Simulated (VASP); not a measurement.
# Al2Cu (P4/mmm) in VASP: notebook, part 2 of 2

VASP 6.6.1.

## Step 3: Single point, PBE

INCAR

```
  ALGO = Fast
  EDIFF = 1E-7
  ENCUT = 520
  GGA = PE
  ISIF = 2
  ISMEAR = 0
  LASPH = True
  LCHARG = True
  LELF = True
  LREAL = False
  LVHAR = True
  LWAVE = False
  NBANDS = 16
  NELM = 80
  PREC = Accurate
  SIGMA = 0.1
```

KPOINTS

```
k-points
0
Gamma
  12 12 16
```

POSCAR

```
Al2Cu
1.0
    4.1051820000      0.0000000000      0.0000000000
    0.0000000000      4.1051820000      0.0000000000
    0.0000000000      0.0000000000      2.8913130000
Al Cu
2 1
Direct
    0.5000000000      0.0000000000      0.5000000000
    0.0000000000      0.5000000000      0.5000000000
    0.0000000000      0.0000000000      0.0000000000
```

Potentials or basis: VASP PAW PBE potentials, release 64 (Al, Cu).

Run with:

```sh
> cat potpaw_PBE.64/Al/POTCAR potpaw_PBE.64/Cu/POTCAR > POTCAR
> mpirun -np 1 vasp_std > vasp.out
```

OUTCAR:

```text
EDIFF = 1E-7
   ENCUT = 520
   GGA = PE
   ISIF = 2
   ISMEAR = 0
   LASPH = True
   LREAL = False
   NELM = 80
   PREC = Accurate

 ion  position               nearest neighbor table
   1  0.500  0.000  0.500-   3 2.51   3 2.51   3 2.51   3 2.51   2 2.90   2 2.90   2 2.90   2 2.90

   2  0.000  0.500  0.500-   3 2.51   3 2.51   3 2.51   3 2.51   1 2.90   1 2.90   1 2.90   1 2.90

   3  0.000  0.000  0.000-   1 2.51   2 2.51   1 2.51   2 2.51   2 2.51   2 2.51   1 2.51   1 2.51

  LATTYP: Found a simple tetragonal cell.
 ALAT       =     4.1051820000
 C/A-ratio  =     0.7043081159

  Lattice vectors:

 A1 = (   4.1051820000,   0.0000000000,   0.0000000000)
 A2 = (   0.0000000000,   4.1051820000,   0.0000000000)
 A3 = (   0.0000000000,   0.0000000000,   2.8913130000)

Analysis of symmetry for initial positions (statically):
=====================================================================
 Subroutine PRICEL returns:
 Original cell was already a primitive cell.

 Routine SETGRP: Setting up the symmetry group for a
 simple tetragonal supercell.

 Subroutine GETGRP returns: Found 16 space group operations
 (whereof 16 operations were pure point group operations)
 out of a pool of 16 trial point group operations.

The static configuration has the point symmetry D_4h.

Analysis of symmetry for dynamics (positions and initial velocities):
=====================================================================
 Subroutine PRICEL returns:
 Original cell was already a primitive cell.

 Routine SETGRP: Setting up the symmetry group for a
 simple tetragonal supercell.

 Subroutine GETGRP returns: Found 16 space group operations
 (whereof 16 operations were pure point group operations)
 out of a pool of 16 trial point group operations.

The dynamic configuration has the point symmetry D_4h.
[... 113 lines left out ...]
   NUPDOWN=      -1.0000    fix difference up-down
   EMIN   =  10.00;   EMAX   =-10.00  energy-range for DOS
   EFERMI =   0.00;   METHOD = LEGACY
   ISMEAR =     0;   SIGMA  =   0.10  broadening in eV -4-tet -1-fermi 0-gaus
   EFERMI_NEDOS =   21; number of points for ismear=-14 and -15
   IALGO  =     68    algorithm
   IMIX   =      4    mixing-type and parameters
     AMIX     =   0.40;   BMIX     =  1.00
     AMIX_MAG =   1.60;   BMIX_MAG =  1.00
  volume/ion in A,a.u.               =      16.24       109.61
  Fermi-wavevector in a.u.,A,eV,Ry     =   1.152492  2.177894 18.071765  1.328237
  Thomas-Fermi vector in A             =   2.289142
   LORBIT       =      0    0 simple, 1 ext, 2 COOP (PROOUT), +10 PAW based schemes
   GGA     = PE    functional components
   LHFCALC =     F    Hartree Fock is set to
   AEXX    =    0.0000 exact exchange contribution
   IVDW    =     0    specifies the selected vdW correction
   LEPSILON=     F    determine dielectric tensor
   LRPA    =     F    only Hartree local field effects (RPA)
 non-spin polarized calculation
 RMM-DIIS sequential band-by-band and
 Gauss-broadening in eV      SIGMA  =   0.10
  energy-cutoff  :      520.00
  volume of cell :       48.73
 maximum number of plane-waves:      1339
 NGX is ok and might be reduce to    32
   NGX = 15   NGY = 15   NGZ = 11

 number of electron      16.9999979 magnetization

 Free energy of the ion-electron system (eV)
  ---------------------------------------------------
  ext. energy  EPLUGINS =         0.00000000
  ---------------------------------------------------
  free energy    TOTEN  =       -11.29545420 eV

  energy without entropy =      -11.29077438  energy(sigma->0) =      -11.29311429

 E-fermi :   7.1013     XC(G=0): -10.3893

 val. band max:        7.0774818049   @ k =   0.0000   0.0000   0.0625
 cond. band min:       7.1028287368   @ k =   0.3333   0.0833   0.3125
 fundamental gap:      0.0253469318
 Fermi energy:         7.1013241324

 k-point     1 :       0.0000    0.0000    0.0000
  band No.  band energies     occupation
      1      -3.3750      2.00000
      2       1.7540      2.00000
      3       2.2698      2.00000
      4       2.9202      2.00000
      5       3.1118      2.00000
      6       3.1118      2.00000
[... 433 lines left out ...]
      3       1.5187      2.00000
      4       2.3072      2.00000
      5       2.8841      2.00000
      6       3.0865      2.00000
[... 8 lines left out ...]
     15      17.2012      0.00000
     16      18.3385      0.00000

 [... further k-points ...]
[... 5 lines left out ...]
  --------------------------------------------------------------------------------------
  -------------------------------------------------------------------------------------
  Total        0.3335769      0.3335769     -0.0862557      0.0000000      0.0000000      0.0000000
  in kB       10.9684847     10.9684847     -2.8362118      0.0000000      0.0000000      0.0000000
  external PRESSURE =       6.3669192 kB  Pullay stress =       0.0000000 kB

 VOLUME and BASIS-vectors are now :
 -----------------------------------------------------------------------------
  energy-cutoff  :      520.00
  volume of cell :       48.73
      direct lattice vectors                 reciprocal lattice vectors
     4.105182000  0.000000000  0.000000000     0.243594559  0.000000000  0.000000000
     0.000000000  4.105182000  0.000000000     0.000000000  0.243594559  0.000000000
     0.000000000  0.000000000  2.891313000     0.000000000  0.000000000  0.345863627

 POSITION                                       TOTAL-FORCE (eV/Angst)
 -----------------------------------------------------------------------------------
      2.05259      0.00000      1.44566         0.000000      0.000000      0.000000
      0.00000      2.05259      1.44566         0.000000      0.000000      0.000000
      0.00000      0.00000      0.00000         0.000000      0.000000      0.000000
 -----------------------------------------------------------------------------------
    total drift:                               -0.000000      0.000000      0.000000

  FREE ENERGIE OF THE ION-ELECTRON SYSTEM (eV)
  ---------------------------------------------------
  free  energy   TOTEN  =       -11.2954542028 eV

  energy  without entropy=      -11.2907743831  energy(sigma->0) =      -11.29311429
```

stdout:

```text
POSCAR found type information on POSCAR AlCu
 POSCAR found :  2 types and       3 ions
 scaLAPACK will be used
 LDA part: xc-table for (Slater+PW92), standard interpolation
 POSCAR, INCAR and KPOINTS ok, starting setup
 FFT: planning ... GRIDC
 FFT: planning ... GRID_SOFT
 FFT: planning ... GRID
 WAVECAR not read
 entering main loop
```

Wall time 2.7 min (1 thread of Intel Xeon Platinum 8259CL at 2.50GHz (Skylake/Cascade Lake), shared host); peak memory 0.3 GiB.

Results:

| Item | Value |
| --- | --- |
| Free energy | -11.2955 eV |
| Pressure | 0.6 GPa |
